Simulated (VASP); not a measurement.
# C (P6_3/mmc) in VASP: a series of runs

Runs on C. Level: RPBE. Tasks: single point, relaxation of cell and atoms.

The COD entry that gives the cell may itself be a prediction, so a difference from it is no test against experiment.

Everything below comes from runs of VASP 6.6.1. Logs are shortened: lines on timing, memory, paths and dates and some standing lists are left out, and cuts for length are marked.

## 1. The cell of the first run

Symmetry: P6_3/mmc, No. 194, hexagonal system. Conventional cell: a = 2.533 Å, b = 2.533 Å, c = 12.487 Å, α = 90.00°, β = 90.00°, γ = 120.00°. Within 2.1 Å of C (site symmetry 3m) lie 4 C at 1.55 Å. Within 2.1 Å of C (site symmetry 3m) lie 4 C at 1.55 Å. Within 2.1 Å of C (site symmetry 3m) lie 4 C at 1.55 to 1.58 Å.

## 2. Single point, RPBE

INCAR

```
SYSTEM = C
PREC     = Accurate       ! precision mode
ENCUT    = 520            ! plane-wave cutoff, eV
EDIFF    = 1E-7           ! SCF threshold, eV
ISMEAR   = -1             ! smearing method
SIGMA    = 0.05           ! smearing width, eV
LREAL    = .False.        ! projectors in reciprocal space
LASPH    = .True.         ! aspherical terms in the spheres
NELM     = 60             ! most SCF steps
ALGO     = Normal         ! electronic algorithm
ISIF     = 2              ! what is computed and relaxed
LWAVE    = .False.        ! write WAVECAR
LCHARG   = .False.        ! write CHGCAR
GGA      = RP             ! functional
NBANDS   = 36             ! bands
```

KPOINTS

```
regular mesh
0
Gamma
  12 12 3
  0 0 0
```

POSCAR

```
C
1.0
    2.5325381387      0.0000000000      0.0000000000
   -1.2662690693      2.1932423642      0.0000000000
    0.0000000000      0.0000000000     12.4869557434
C
12
Direct
    0.6666666667      0.3333333333      0.3548974542
    0.3333333333      0.6666666667      0.8548974542
    0.6666666667      0.3333333333      0.1451025458
    0.3333333333      0.6666666667      0.6451025458
    0.6666666667      0.3333333333      0.4792341266
    0.3333333333      0.6666666667      0.9792341266
    0.6666666667      0.3333333333      0.0207658734
    0.3333333333      0.6666666667      0.5207658734
    0.0000000000      0.0000000000      0.8131417955
    0.0000000000      0.0000000000      0.3131417955
    0.0000000000      0.0000000000      0.6868582045
    0.0000000000      0.0000000000      0.1868582045
```

Potentials or basis: VASP PAW PBE potentials, release 64 (C).

Launch:

```
cat potpaw_PBE.64/C/POTCAR > POTCAR
mpirun -np 1 vasp_std > vasp.out
```

OUTCAR:

```text
SYSTEM = C
   PREC = Accurate
   ENCUT = 520
   EDIFF = 1E-7
   ISMEAR = -1
   LREAL = .False.
   LASPH = .True.
   NELM = 60
   ISIF = 2
   GGA = RP

 ion  position               nearest neighbor table
   1  0.667  0.333  0.355-  10 1.55  10 1.55  10 1.55   5 1.55
   2  0.333  0.667  0.855-   9 1.55   9 1.55   9 1.55   6 1.55
   3  0.667  0.333  0.145-  12 1.55  12 1.55  12 1.55   7 1.55
   4  0.333  0.667  0.645-  11 1.55  11 1.55  11 1.55   8 1.55
   5  0.667  0.333  0.479-   8 1.55   8 1.55   8 1.55   1 1.55
   6  0.333  0.667  0.979-   7 1.55   7 1.55   7 1.55   2 1.55
   7  0.667  0.333  0.021-   6 1.55   6 1.55   6 1.55   3 1.55
   8  0.333  0.667  0.521-   5 1.55   5 1.55   5 1.55   4 1.55
   9  0.000  0.000  0.813-   2 1.55   2 1.55   2 1.55  11 1.58
  10  0.000  0.000  0.313-   1 1.55   1 1.55   1 1.55  12 1.58
  11  0.000  0.000  0.687-   4 1.55   4 1.55   4 1.55   9 1.58
  12  0.000  0.000  0.187-   3 1.55   3 1.55   3 1.55  10 1.58

  LATTYP: Found a hexagonal cell.
 ALAT       =     2.5325381387
 C/A-ratio  =     4.9306091595

  Lattice vectors:

 A1 = (   2.5325381387,   0.0000000000,   0.0000000000)
 A2 = (  -1.2662690693,   2.1932423642,   0.0000000000)
 A3 = (   0.0000000000,   0.0000000000,  12.4869557434)

Analysis of symmetry for initial positions (statically):
=====================================================================
 Subroutine PRICEL returns:
 Original cell was already a primitive cell.

 Routine SETGRP: Setting up the symmetry group for a
 hexagonal supercell.

 Subroutine GETGRP returns: Found 24 space group operations
 (whereof 12 operations were pure point group operations)
 out of a pool of 24 trial point group operations.

The static configuration has the point symmetry D_3d.
 The point group associated with its full space group is D_6h.

Analysis of symmetry for dynamics (positions and initial velocities):
=====================================================================
 Subroutine PRICEL returns:
 Original cell was already a primitive cell.

 Routine SETGRP: Setting up the symmetry group for a
 hexagonal supercell.

 Subroutine GETGRP returns: Found 24 space group operations
 (whereof 12 operations were pure point group operations)
 out of a pool of 24 trial point group operations.

The dynamic configuration has the point symmetry D_3d.
 The point group associated with its full space group is D_6h.

 Subroutine INISYM returns: Found 24 space group operations
 (whereof 12 operations are pure point group operations),
 and found     1 'primitive' translations

----------------------------------------------------------------------------------------

                                     Primitive cell

  volume of cell :      69.3584

  direct lattice vectors                    reciprocal lattice vectors
     2.532538139  0.000000000  0.000000000     0.394860786  0.227972981  0.000000000
    -1.266269069  2.193242364  0.000000000     0.000000000  0.455945962  0.000000000
     0.000000000  0.000000000 12.486955743     0.000000000  0.000000000  0.080083570

  length of vectors
     2.532538139  2.532538139 12.486955743     0.455945962  0.455945962  0.080083570

  position of ions in fractional coordinates (direct lattice)
     0.666666667  0.333333333  0.354897454
     0.333333333  0.666666667  0.854897454
     0.666666667  0.333333333  0.145102546
     0.333333333  0.666666667  0.645102546
     0.666666667  0.333333333  0.479234127
     0.333333333  0.666666667  0.979234127
     0.666666667  0.333333333  0.020765873
     0.333333333  0.666666667  0.520765873
     0.000000000  0.000000000  0.813141796
     0.000000000  0.000000000  0.313141796
     0.000000000  0.000000000  0.686858204
     0.000000000  0.000000000  0.186858204

  ion indices of the primitive-cell ions
   primitive index   ion index
                 1           1
                 2           2
                 3           3
                 4           4
                 5           5
                 6           6
                 7           7
                 8           8
                 9           9
                10          10
                11          11
                12          12

----------------------------------------------------------------------------------------

 KPOINTS: regular mesh

Automatic generation of k-mesh.
 Grid dimensions read from file:
 generate k-points for:   12   12    3

 Generating k-lattice:

  Cartesian coordinates                     Fractional coordinates (reciprocal lattice)
     0.032905065  0.018997748  0.000000000     0.083333333  0.000000000  0.000000000
     0.000000000  0.037995497  0.000000000     0.000000000  0.083333333  0.000000000
     0.000000000  0.000000000  0.026694523     0.000000000  0.000000000  0.333333333

  Length of vectors
     0.037995497  0.037995497  0.026694523

  Shift w.r.t. Gamma in fractional coordinates (k-lattice)
     0.000000000  0.000000000  0.000000000

 Subroutine IBZKPT returns following result:
 ===========================================

 Found     38 irreducible k-points:

 Following reciprocal coordinates:
            Coordinates               Weight
  0.000000  0.000000  0.000000      1.000000
  0.083333  0.000000  0.000000      6.000000
  0.166667  0.000000  0.000000      6.000000
  0.250000  0.000000  0.000000      6.000000
  0.333333 -0.000000  0.000000      6.000000
  0.416667 -0.000000  0.000000      6.000000
[... 16 lines left out ...]
  0.250000  0.000000  0.333333     12.000000
  0.333333 -0.000000  0.333333     12.000000
 [... further k-points ...]
   k-points           NKPTS =     38   k-points in BZ     NKDIM =     38   number of bands    NBANDS=     36
   number of dos      NEDOS =    301   number of ions     NIONS =     12
   total plane-waves  NPLWV =  38400
   dimension x,y,z NGX =    20 NGY =   20 NGZ =   96
   dimension x,y,z NGXF=    40 NGYF=   40 NGZF=  192
   ions per type =              12
   NGX,Y,Z   is equivalent  to a cutoff of  13.13, 13.13, 12.78 a.u.
   NGXF,Y,Z  is equivalent  to a cutoff of  26.26, 26.26, 25.56 a.u.
 SYSTEM =  C
   PREC   = accura    normal or accurate (medium, high low for compatibility)
   ISTART =      0    job   : 0-new  1-cont  2-samecut
   ICHARG =      2    charge: 1-file 2-atom 10-const
   ISPIN  =      1    spin polarized calculation?
   LNONCOLLINEAR =      F non collinear calculations
   LSORBIT =      F    spin-orbit coupling
   LASPH  =      T    aspherical Exc in radial PAW
   ENCUT  =  520.0 eV  38.22 Ry    6.18 a.u.   4.71  4.71 23.22*2*pi/ulx,y,z
   NELM   =     60;   NELMIN=  2; NELMDL= -5     # of ELM steps
   EDIFF  = 0.1E-06   stopping-criterion for ELM
   LREAL  =      F    real-space projection
   EDIFFG = 0.1E-05   stopping-criterion for IOM
   NSW    =      0    number of steps for IOM
   IBRION =     -1    ionic relax: 0-MD 1-quasi-New 2-CG
   NFREE  =      0    steps in history (QN), initial steepest desc. (CG)
   ISIF   =      2    stress and relaxation
   ISYM   =      2    0-nonsym 1-usesym 2-fastsym
   POTIM  = 0.5000    time-step for ionic-motion
   TEBEG  =    0.0;   TEEND  =   0.0 temperature during run
   PSTRESS=    0.0 pullay stress
   NELECT =      48.0000    total number of electrons
   NUPDOWN=      -1.0000    fix difference up-down
   EMIN   =  10.00;   EMAX   =-10.00  energy-range for DOS
   EFERMI =   0.00;   METHOD = LEGACY
   ISMEAR =    -1;   SIGMA  =   0.05  broadening in eV -4-tet -1-fermi 0-gaus
   EFERMI_NEDOS =   21; number of points for ismear=-14 and -15
   IALGO  =     38    algorithm
   IMIX   =      4    mixing-type and parameters
     AMIX     =   0.40;   BMIX     =  1.00
     AMIX_MAG =   1.60;   BMIX_MAG =  1.00
  volume/ion in A,a.u.               =       5.78        39.00
  Fermi-wavevector in a.u.,A,eV,Ry     =   1.448068  2.736451 28.530055  2.096900
  Thomas-Fermi vector in A             =   2.565951
   LORBIT       =      0    0 simple, 1 ext, 2 COOP (PROOUT), +10 PAW based schemes
   GGA     = RP    functional components
   LHFCALC =     F    Hartree Fock is set to
   AEXX    =    0.0000 exact exchange contribution
   IVDW    =     0    specifies the selected vdW correction
   LEPSILON=     F    determine dielectric tensor
   LRPA    =     F    only Hartree local field effects (RPA)
 non-spin polarized calculation
  energy-cutoff  :      520.00
  volume of cell :       69.36
 maximum number of plane-waves:      1894
 NGX is ok and might be reduce to    20
   NGX =  9   NGY =  9   NGZ = 47

 number of electron      47.9999996 magnetization

 Free energy of the ion-electron system (eV)
  ---------------------------------------------------
  ext. energy  EPLUGINS =         0.00000000
  ---------------------------------------------------
  free energy    TOTEN  =      -103.33854470 eV

  energy without entropy =     -103.33854470  energy(sigma->0) =     -103.33854470

 E-fermi :  10.6972     XC(G=0): -13.0687

 val. band max:        9.6645859018   @ k =   0.0000   0.0000   0.0000
 cond. band min:      14.0601804511   @ k =   0.3333  -0.0000   0.0000
 fundamental gap:      4.3955945493
 Fermi energy:        10.6971861135

 k-point     1 :       0.0000    0.0000    0.0000
  band No.  band energies     occupation
      1     -11.7329      2.00000
      2     -11.0188      2.00000
      3     -10.9428      2.00000
      4      -8.8113      2.00000
      5      -8.7503      2.00000
      6      -6.1489      2.00000
[... 28 lines left out ...]
     35      17.5756      0.00000
     36      17.6492      0.00000

 k-point     2 :       0.0833    0.0000    0.0000
  band No.  band energies     occupation
      1     -11.5634      2.00000
      2     -10.8504      2.00000
      3     -10.7748      2.00000
      4      -8.6476      2.00000
      5      -8.5873      2.00000
      6      -5.9972      2.00000
[... 28 lines left out ...]
     35      17.9894      0.00000
     36      18.1383      0.00000
[... 817 lines left out ...]
     35      19.2733      0.00000
     36      19.7003      0.00000

 k-point    24 :       0.3333   -0.0000    0.3333
  band No.  band energies     occupation
      1      -8.9878      2.00000
      2      -8.7455      2.00000
      3      -7.7846      2.00000
      4      -7.0812      2.00000
      5      -5.3042      2.00000
      6      -4.3506      2.00000
[... 28 lines left out ...]
     35      18.6831      0.00000
     36      19.2431      0.00000

 [... further k-points ...]
[... 5 lines left out ...]
  --------------------------------------------------------------------------------------
  -------------------------------------------------------------------------------------
  Total        0.2111473      0.2111473      0.1930819      0.0000000      0.0000000      0.0000000
  in kB        4.8774964      4.8774964      4.4601866      0.0000000      0.0000000      0.0000000
  external PRESSURE =       4.7383931 kB  Pullay stress =       0.0000000 kB

 VOLUME and BASIS-vectors are now :
 -----------------------------------------------------------------------------
  energy-cutoff  :      520.00
  volume of cell :       69.36
      direct lattice vectors                 reciprocal lattice vectors
     2.532538139  0.000000000  0.000000000     0.394860786  0.227972981  0.000000000
    -1.266269069  2.193242364  0.000000000     0.000000000  0.455945962  0.000000000
     0.000000000  0.000000000 12.486955743     0.000000000  0.000000000  0.080083570

 POSITION                                       TOTAL-FORCE (eV/Angst)
 -----------------------------------------------------------------------------------
      1.26627      0.73108      4.43159        -0.000000      0.000000     -0.000769
     -0.00000      1.46216     10.67507        -0.000000     -0.000000     -0.000769
      1.26627      0.73108      1.81189        -0.000000      0.000000      0.000769
     -0.00000      1.46216      8.05537         0.000000     -0.000000      0.000769
      1.26627      0.73108      5.98418        -0.000000     -0.000000     -0.000552
     -0.00000      1.46216     12.22765         0.000000      0.000000     -0.000552
      1.26627      0.73108      0.25930         0.000000      0.000000      0.000552
     -0.00000      1.46216      6.50278         0.000000     -0.000000      0.000552
      0.00000      0.00000     10.15367         0.000000     -0.000000     -0.004970
      0.00000      0.00000      3.91019         0.000000     -0.000000     -0.004970
      0.00000      0.00000      8.57677        -0.000000     -0.000000      0.004970
      0.00000      0.00000      2.33329         0.000000     -0.000000      0.004970
 -----------------------------------------------------------------------------------
    total drift:                               -0.000000     -0.000000      0.000000

  FREE ENERGIE OF THE ION-ELECTRON SYSTEM (eV)
  ---------------------------------------------------
  free  energy   TOTEN  =      -103.3385446997 eV

  energy  without entropy=     -103.3385446997  energy(sigma->0) =     -103.33854470
```

Wall time 2.5 min (1 thread of AMD EPYC 7R13, shared host); peak memory 0.18 GiB.

Results:

- Free energy: -103.3385 eV
- Pressure: 0.5 GPa
- Largest force: 0.005 eV/Å
- Band gap on the k mesh: 4.40 eV, indirect (least direct gap 5.35 eV)

Forces on the atoms (eV/Å):
```
C    0.000  0.000 -0.001
C    0.000  0.000 -0.001
C    0.000  0.000  0.001
C    0.000  0.000  0.001
C    0.000  0.000 -0.001
C    0.000  0.000 -0.001
C    0.000  0.000  0.001
C    0.000  0.000  0.001
C    0.000  0.000 -0.005
C    0.000  0.000 -0.005
C    0.000  0.000  0.005
C    0.000  0.000  0.005
```

Caveat: the PAW data sets were made with another functional, which shifts forces and pressure a little. A k mesh can miss the band edges.

## 3. Relaxation of cell and atoms, RPBE

This run uses another cell than the first one, of 5.67 Å³/atom, 0.981 times its volume.

INCAR

```
SYSTEM = C
  PREC = Accurate
  ENCUT = 600
  EDIFF = 1E-6
  ISMEAR = -1
  SIGMA = 0.05
  LREAL = .FALSE.
  LASPH = .TRUE.
  NELM = 100
  ALGO = Normal
  ISIF = 3
  LWAVE = .FALSE.
  LCHARG = .FALSE.
  GGA = RP
  IBRION = 2
  NSW = 60
  EDIFFG = -0.01
```

KPOINTS

```
regular mesh
0
G
  12 12 3
  0 0 0
```

POSCAR

```
C
1.0
    2.5221000000      0.0000000000      0.0000000000
   -1.2610500000      2.1842026709      0.0000000000
    0.0000000000      0.0000000000     12.3557000000
C
12
Direct
    0.6666666667      0.3333333333      0.3541700000
    0.3333333333      0.6666666667      0.8541700000
    0.6666666667      0.3333333333      0.1458300000
    0.3333333333      0.6666666667      0.6458300000
    0.6666666667      0.3333333333      0.4791700000
    0.3333333333      0.6666666667      0.9791700000
    0.6666666667      0.3333333333      0.0208300000
    0.3333333333      0.6666666667      0.5208300000
    0.0000000000      0.0000000000      0.8125000000
    0.0000000000      0.0000000000      0.3125000000
    0.0000000000      0.0000000000      0.6875000000
    0.0000000000      0.0000000000      0.1875000000
```

Potentials or basis: VASP PAW PBE potentials, release 64 (C).

Launch:

```
cat potpaw_PBE.64/C/POTCAR > POTCAR
mpirun -np 1 vasp_std > vasp.out
```

It took 12 min on 1 thread of AMD EPYC 7R13, shared host; peak memory 0.19 GiB.

The run converged. Its results:

```yaml
Free_energy: -103.3664 eV
Relaxed_volume: 5.78 Å³/atom
Relaxed_cell: a = 2.532 Å, b = 2.532 Å, c = 12.485 Å, α = 90.00°, β = 90.00°, γ = 120.00°
Space_group_after_relaxing_to_0.05_Å: P6_3/mmc (No. 194)
Energy_gained_by_relaxing: 4.0 meV/atom
Ionic_steps: 8
Pressure_after_relaxing: 0.0 GPa
Band_gap_on_the_k_mesh: 4.40 eV, indirect (least direct gap 5.35 eV)
```

The path:
```tsv
step	energy change (eV)	largest force (eV/Å)	pressure (GPa)	volume (Å³)
1	0.0000	0.3304	8.02	68.06
2	0.0124	0.3054	-8.86	70.89
3	-0.0480	0.0854	-0.25	69.37
4	-0.0480	0.0832	-0.09	69.34
5	-0.0474	0.1511	0.06	69.32
6	-0.0485	0.0304	-0.03	69.33
7	-0.0485	0.0145	0.04	69.32
8	-0.0485	0.0017	0.02	69.33
```

Final structure:
```cif
data_structure
_symmetry_space_group_name_H-M 'P 1'
_symmetry_Int_Tables_number 1
_cell_length_a 2.5321
_cell_length_b 2.5321
_cell_length_c 12.4852
_cell_angle_alpha 90.000
_cell_angle_beta 90.000
_cell_angle_gamma 120.000
_cell_volume 69.33
loop_
_atom_site_label
_atom_site_type_symbol
_atom_site_fract_x
_atom_site_fract_y
_atom_site_fract_z
_atom_site_occupancy
C1 C 0.66667 0.33333 0.35489 1
C2 C 0.33333 0.66667 0.85489 1
C3 C 0.66667 0.33333 0.14511 1
C4 C 0.33333 0.66667 0.64511 1
C5 C 0.66667 0.33333 0.47923 1
C6 C 0.33333 0.66667 0.97923 1
C7 C 0.66667 0.33333 0.02077 1
C8 C 0.33333 0.66667 0.52077 1
C9 C 0.00000 0.00000 0.81313 1
C10 C 0.00000 0.00000 0.31313 1
C11 C 0.00000 0.00000 0.68687 1
C12 C 0.00000 0.00000 0.18687 1
```

Levels at points of the mesh, in eV from the valence-band top:
| k point | band 22 | band 23 | band 24 | band 25 | band 26 | band 27 |
| --- | --- | --- | --- | --- | --- | --- |
| (0.00, 0.00, 0.00) | -0.14 | 0.00 | 0.00 | 5.35 | 5.35 | 5.47 |
| (0.50, 0.00, 0.00) | -3.97 | -3.56 | -2.87 | 4.58 | 5.17 | 5.24 |

Caveat: the PAW data sets were made with another functional, which shifts forces and pressure a little. RPBE and its kin give volumes clearly too large for solids.
